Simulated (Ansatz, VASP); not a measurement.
# Two plane-wave programs on ZnS

```
Zn S
1.0
     0.00000    2.64847    2.64847
     2.64847    0.00000    2.64847
     2.64847    2.64847    0.00000
Zn S
1 1
Direct
  0.75000 0.75000 0.75000
  0.00000 0.00000 0.00000
```

Alike in both runs: functional LDA; k mesh 12 × 12 × 12; occupations fermi-dirac, width 0.1 eV; no spin polarisation.

Ansatz relaxed the structure, and its values are those at the end. VASP's run is a single point on that final structure, the one shown.

|  | VASP | Ansatz |
| --- | --- | --- |
| version | VASP 6.6.1 | Ansatz 0.2.0 |
| potentials or method | VASP PAW LDA potentials, release 64 (Zn, S) | PAW with Ansatz's default frozen-core files, scalar-relativistic |
| plane-wave cutoff (eV) | 520 | 420 |
| valence electrons in the cell | 18 | 18 |

VASP gave:

| Property | Result |
| --- | --- |
| pressure (GPa) | 0.3 |

Question: What did Ansatz give for the same quantities?

Answer: Pressure (GPa): 0.0.

LDA's correlation is that of Perdew and Zunger in VASP and of Perdew and Wang (1992) in Ansatz.
